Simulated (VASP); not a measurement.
# Bi2Se3 (R-3m) in VASP: single point with PBE

Aim: the single point of Bi2Se3 with PBE.

Program: VASP 6.6.1. These are calculated values, not measurements. Logs are shortened: lines on timing, memory, paths and dates and some standing lists are left out, and cuts for length are marked.

## 1. The cell of the first run

The structure is trigonal, space group R-3m (No. 166). The conventional cell has a = 4.161 Å, b = 4.161 Å, c = 28.382 Å, α = 90.00°, β = 90.00°, γ = 120.00°. Within 3.8 Å of Bi (site symmetry 3m) lie 6 Se at 2.87 to 3.08 Å. Within 4.0 Å of Se (site symmetry -3m) lie 6 Bi at 3.08 Å. Within 3.8 Å of Se (site symmetry 3m) lie 3 Bi at 2.87 Å and 3 Se at 3.46 Å.

## 2. Single point, PBE, non-collinear spin, zero start, spin-orbit coupling

Contents of INCAR:

```
  PREC = Accurate
  ENCUT = 520
  EDIFF = 1E-6
  ISMEAR = 0
  SIGMA = 0.05
  LREAL = False
  LASPH = True
  NELM = 150
  ALGO = Normal
  ISIF = 2
  LWAVE = False
  LCHARG = False
  LNONCOLLINEAR = True
  MAGMOM = 0 0 0 0 0 0 0 0 0 0 0 0 0 0 0
  LORBIT = 11
  LSORBIT = True
  GGA_COMPAT = False
  LORBMOM = True
  GGA = PE
  NBANDS = 63
```

Contents of KPOINTS:

```
Automatic mesh
0
Gamma
  6 6 6
```

Contents of POSCAR:

```
Bi2Se3
1.0
    2.0807408732      1.2013163033      9.4607413423
   -2.0807408732      1.2013163033      9.4607413423
    0.0000000000     -2.4026326065      9.4607413423
Bi Se
2 3
Direct
    0.4010046516      0.4010046516      0.4010046516
    0.5989953484      0.5989953484      0.5989953484
    0.0000000000      0.0000000000      0.0000000000
    0.2104979480      0.2104979480      0.2104979480
    0.7895020520      0.7895020520      0.7895020520
```

Potentials or basis: VASP PAW PBE potentials, release 64 (Bi_d, Se).

Run with:

```bash
$ cat potpaw_PBE.64/Bi_d/POTCAR potpaw_PBE.64/Se/POTCAR > POTCAR
$ mpirun -np 1 vasp_ncl > vasp.out
```

OUTCAR:

```text
PREC = Accurate
   ENCUT = 520
   EDIFF = 1E-6
   ISMEAR = 0
   LREAL = False
   LASPH = True
   NELM = 150
   ISIF = 2
   LNONCOLLINEAR = True
   LORBIT = 11
   LSORBIT = True
   GGA = PE

 ion  position               nearest neighbor table
   1  0.401  0.401  0.401-   5 2.87   5 2.87   5 2.87   3 3.08   3 3.08   3 3.08
   2  0.599  0.599  0.599-   4 2.87   4 2.87   4 2.87   3 3.08   3 3.08   3 3.08
   3  0.000  0.000  0.000-   2 3.08   2 3.08   1 3.08   1 3.08   2 3.08   1 3.08
   4  0.210  0.210  0.210-   2 2.87   2 2.87   2 2.87
   5  0.790  0.790  0.790-   1 2.87   1 2.87   1 2.87

  LATTYP: Found a trigonal (rhomboedric) cell.
 ALAT       =     9.7610588661
 COS(alpha) =     0.9091192027

  Lattice vectors:

 A1 = (   2.0807408732,   1.2013163033,   9.4607413423)
 A2 = (  -2.0807408732,   1.2013163033,   9.4607413423)
 A3 = (   0.0000000000,  -2.4026326065,   9.4607413423)

Analysis of symmetry for initial positions (statically):
=====================================================================
 Subroutine PRICEL returns:
 Original cell was already a primitive cell.

 Routine SETGRP: Setting up the symmetry group for a
 trigonal (rhombohedral) supercell.

 Subroutine GETGRP returns: Found 12 space group operations
 (whereof 12 operations were pure point group operations)
 out of a pool of 12 trial point group operations.

The static configuration has the point symmetry D_3d.

Analysis of symmetry for dynamics (positions and initial velocities):
=====================================================================
 Subroutine PRICEL returns:
 Original cell was already a primitive cell.

 Routine SETGRP: Setting up the symmetry group for a
 trigonal (rhombohedral) supercell.

 Subroutine GETGRP returns: Found 12 space group operations
 (whereof 12 operations were pure point group operations)
 out of a pool of 12 trial point group operations.

The dynamic configuration has the point symmetry D_3d.

Analysis of structural, dynamic, and magnetic symmetry:
=====================================================================
 Subroutine PRICEL returns:
 Original cell was already a primitive cell.

 Routine SETGRP: Setting up the symmetry group for a
 trigonal (rhombohedral) supercell.

 Subroutine GETGRP returns: Found 12 space group operations
 (whereof 12 operations were pure point group operations)
 out of a pool of 12 trial point group operations.

The overall configuration has the point symmetry D_3d.
[... 1710 lines left out ...]

  FREE ENERGIE OF THE ION-ELECTRON SYSTEM (eV)
  ---------------------------------------------------
  free  energy   TOTEN  =       -21.5038228324 eV

  energy  without entropy=      -21.5038228201  energy(sigma->0) =      -21.50382283

 orbital moment (x)

 # of ion     p       d       tot
 ----------------------------------------
  1        -0.000  -0.000  -0.000
  2        -0.000  -0.000  -0.000
  3        -0.000   0.000   0.000
  4        -0.000   0.000  -0.000
  5        -0.000   0.000  -0.000
 ----------------------------------------
           -0.000  -0.000  -0.000

 orbital moment (y)

 # of ion     p       d       tot
 ----------------------------------------
  1        -0.000   0.000   0.000
  2         0.000   0.000   0.000
  3         0.000   0.000   0.000
  4         0.000   0.000   0.000
  5        -0.000   0.000  -0.000
 ----------------------------------------
            0.000   0.000   0.000

 orbital moment (z)

 # of ion     p       d       tot
 ----------------------------------------
  1         0.000   0.000   0.000
  2         0.000  -0.000  -0.000
  3         0.000   0.000   0.000
  4         0.000   0.000   0.000
  5        -0.000   0.000  -0.000
 ----------------------------------------
           -0.000   0.000  -0.000

 Spin-Orbit-Coupling matrix elements

 Ion:    1  E_soc:     -1.3463149
 l=   1
     0.0000000    -0.1601960    -0.1577080
    -0.1601960     0.0000000    -0.1601960
    -0.1577080    -0.1601960     0.0000000
 l=   2
     0.0000000    -0.0129882     0.0000000    -0.0129882    -0.0521991
    -0.0129882     0.0000000    -0.0390075    -0.0128908    -0.0129882
     0.0000000    -0.0390075     0.0000000    -0.0390075     0.0000000
    -0.0129882    -0.0128908    -0.0390075     0.0000000    -0.0129882
    -0.0521991    -0.0129882     0.0000000    -0.0129882     0.0000000
 l=   3
     0.0000000     0.0000000     0.0000000     0.0000000     0.0000000     0.0000000     0.0000000
     0.0000000     0.0000000     0.0000000     0.0000000     0.0000000     0.0000000     0.0000000
     0.0000000     0.0000000     0.0000000     0.0000000     0.0000000     0.0000000     0.0000000
     0.0000000     0.0000000     0.0000000     0.0000000     0.0000000     0.0000000     0.0000000
[... 69 lines left out ...]
 l=   2
     0.0000000     0.0000026     0.0000000     0.0000026     0.0000104
     0.0000026     0.0000000     0.0000063     0.0000034     0.0000026
     0.0000000     0.0000063     0.0000000     0.0000063     0.0000000
     0.0000026     0.0000034     0.0000063     0.0000000     0.0000026
     0.0000104     0.0000026     0.0000000     0.0000026     0.0000000
 l=   3
     0.0000000     0.0000000     0.0000000     0.0000000     0.0000000     0.0000000     0.0000000
     0.0000000     0.0000000     0.0000000     0.0000000     0.0000000     0.0000000     0.0000000
     0.0000000     0.0000000     0.0000000     0.0000000     0.0000000     0.0000000     0.0000000
     0.0000000     0.0000000     0.0000000     0.0000000     0.0000000     0.0000000     0.0000000
     0.0000000     0.0000000     0.0000000     0.0000000     0.0000000     0.0000000     0.0000000
     0.0000000     0.0000000     0.0000000     0.0000000     0.0000000     0.0000000     0.0000000
     0.0000000     0.0000000     0.0000000     0.0000000     0.0000000     0.0000000     0.0000000

 total charge

# of ion       s       p       d       tot
------------------------------------------
    1        1.611   1.084   9.962  12.657
    2        1.611   1.084   9.962  12.657
    3        1.475   2.315   0.021   3.811
    4        1.494   2.251   0.023   3.768
    5        1.494   2.251   0.023   3.768
--------------------------------------------------
tot          7.686   8.986  19.989  36.662

 magnetization (x)

# of ion       s       p       d       tot
------------------------------------------
    1        0.000  -0.000   0.000  -0.000
    2        0.000  -0.000   0.000  -0.000
    3        0.000  -0.000   0.000  -0.000
    4        0.000   0.000   0.000   0.000
    5        0.000   0.000   0.000   0.000
--------------------------------------------------
tot          0.000  -0.000   0.000  -0.000

 magnetization (y)

# of ion       s       p       d       tot
------------------------------------------
    1        0.000  -0.000   0.000  -0.000
    2        0.000   0.000   0.000   0.000
    3       -0.000   0.000   0.000  -0.000
    4        0.000   0.000   0.000   0.000
    5        0.000   0.000   0.000   0.000
--------------------------------------------------
tot          0.000   0.000   0.000   0.000

 magnetization (z)

# of ion       s       p       d       tot
------------------------------------------
    1        0.000   0.000   0.000   0.000
    2        0.000   0.000   0.000   0.000
    3        0.000   0.000   0.000   0.000
    4        0.000   0.000   0.000   0.000
    5        0.000   0.000   0.000   0.000
--------------------------------------------------
tot          0.000   0.000   0.000   0.000
```

It took 2 h on 1 thread of Oxide Virtual Turin-like, shared host; peak memory 2.7 GiB.

Results:

```yaml
Free_energy: -21.5038 eV
Pressure: 2.3 GPa
Largest_force: 0.140 eV/Å
Net_moment: 0.00 μB per cell
Valence_electrons_inside_the_program's_atomic_spheres: Bi 12.66; Se 3.81, 3.77 (each value once)
```

Forces on the atoms (eV/Å):
```
Bi   0.000  0.000 -0.095
Bi   0.000  0.000  0.095
Se   0.000  0.000  0.000
Se   0.000  0.000 -0.140
Se   0.000  0.000  0.140
```

Moments on the atoms (μB; x, y, z):
```
Bi  0.00 0.00 0.00
Bi  0.00 0.00 0.00
Se  0.00 0.00 0.00
Se  0.00 0.00 0.00
Se  0.00 0.00 0.00
```
